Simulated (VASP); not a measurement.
## Al7C: single point with PBE

Al7C:

```
CELL_PARAMETERS angstrom
0.00000 3.85981 3.85981
3.85981 0.00000 3.85981
3.85981 3.85981 0.00000
ATOMIC_POSITIONS crystal
Al 0.50000 0.50000 0.50000
Al 0.50000 0.00000 0.00000
Al 0.50000 0.00000 0.50000
Al 0.00000 0.50000 0.50000
Al 0.00000 0.50000 0.00000
Al 0.50000 0.50000 0.00000
Al 0.00000 0.00000 0.50000
C 0.00000 0.00000 0.00000
```

```yaml
Program: VASP 6.6.1
Task: single point
Functional: PBE
Potentials_or_basis: VASP PAW PBE potentials, release 64 (Al, C)
Cutoff: 520 eV
k_mesh: 4 × 4 × 4
Occupations: gaussian, width 0.1 eV
Spin: no spin polarisation
```

- Pressure: 5.5 GPa

Levels at points of the mesh, in eV from the Fermi level:
| k point | band 9 | band 10 | band 11 | band 12 | band 13 | band 14 | band 15 | band 16 |
| --- | --- | --- | --- | --- | --- | --- | --- | --- |
| (0.00, 0.00, 0.00) | -4.36 | -3.47 | -3.47 | -3.47 | -2.64 | -1.21 | -1.21 | 3.14 |
| (0.50, 0.00, 0.00) | -2.27 | -1.85 | -1.20 | -1.20 | -0.28 | -0.28 | 2.15 | 2.31 |
| (0.50, 0.50, 0.00) | -1.84 | -1.31 | -0.83 | -0.83 | 0.33 | 0.51 | 1.27 | 1.77 |

Run time: 22 s on 1 thread of Intel(R) Xeon(R) Platinum 8375C CPU @ 2.90GHz (Ice Lake), on a shared host, peak memory 0.24 GiB.
